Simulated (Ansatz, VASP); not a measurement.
One calculation of Ni, two programs

Contents of INCAR:

```
ALGO = Normal
EDIFF = 1E-6
EDIFFG = -0.04
ENCUT = 600
GGA = PS
IBRION = 2
ISIF = 3
ISMEAR = 0
ISPIN = 2
LASPH = True
LCHARG = False
LMAXMIX = 4
LORBIT = 11
LREAL = False
LWAVE = False
MAGMOM = 0.79 0.79
NELM = 150
NSW = 90
PREC = Accurate
SIGMA = 0.1
```

KPOINTS

```
k-points
0
Gamma
  8 8 8
```

POSCAR

```
Ni
1.0
    0.0000000000      1.7154413624      4.0145786974
    1.6535405696      0.0000000000      4.0145786974
    1.6535405696      1.7154413624      0.0000000000
Ni
2
Direct
    0.1415558540      0.1415558540      0.8584441460
    0.8584441460      0.8584441460      0.1415558540
```

Input for Ansatz:

```yaml
crystal:
  lattice:
    - [0.0, 1.7154413624, 4.0145786974]
    - [1.6535405696, 0.0, 4.0145786974]
    - [1.6535405696, 1.7154413624, 0.0]
  atoms:
    - { symbol: Ni, position: [0.141555854, 0.141555854, 0.858444146], spin: 0.79 }
    - { symbol: Ni, position: [0.858444146, 0.858444146, 0.141555854], spin: 0.79 }
basis:
  ecutwfc: 420
kpoints:
  mp_grid: { grid: [8, 8, 8] }
hamiltonian:
  xc: pbesol
scf:
  occupations: { method: gaussian, width: 0.1 }
  lower_state_search: "off"
output:
  forces: true
  stress: true
  eigenvalues: true
  populations: true
magnetization:
  spin_polarized: true
relax:
  adjacent_minimum: "off"
  f_tol: 0.04
  max_steps: 70
  cell: { stress_tol: 0.4 }
```

Alike in both runs: task relaxation of cell and atoms; functional PBEsol; k mesh 8 × 8 × 8; occupations gaussian, width 0.1 eV; collinear spin.

|  | VASP | Ansatz |
| --- | --- | --- |
| version | VASP 6.6.1 | Ansatz 0.2.0 |
| potentials or method | VASP PAW PBE potentials, release 64 (Ni), cutoff 600 eV | scalar-relativistic, plane waves, PAW |
| valence electrons in the cell | 20 | 36 |

Ansatz gave:

| Property | Result |
| --- | --- |
| gap on the k mesh at the Fermi level, each at its own relaxed structure (eV) | none |
| net moment per atom (μB) | 0.68 |
| size of the moment on the site where the two differ most (μB) | 0.71 |
| relaxed volume (Å³/atom) | 11.40 |
| relaxed cell length with the largest relative difference (Å) | 4.352 |

Task: Which values does VASP return?

Result: gap on the k mesh at the Fermi level, each at its own relaxed structure (eV): none; net moment per atom (μB): 0.66; size of the moment on the site where the two differ most (μB): 0.67; relaxed volume (Å³/atom): 11.38; relaxed cell length with the largest relative difference (Å): 4.364.

VASP's potentials were made for PBE, not for PBEsol. Site moments also hang on the region over which each program counts them. A gap of «none» marks a metal or a gap that the smearing closes. VASP's potentials hold 20 valence electrons a cell and Ansatz's 36, so a difference there can come from the potentials and not from the codes.
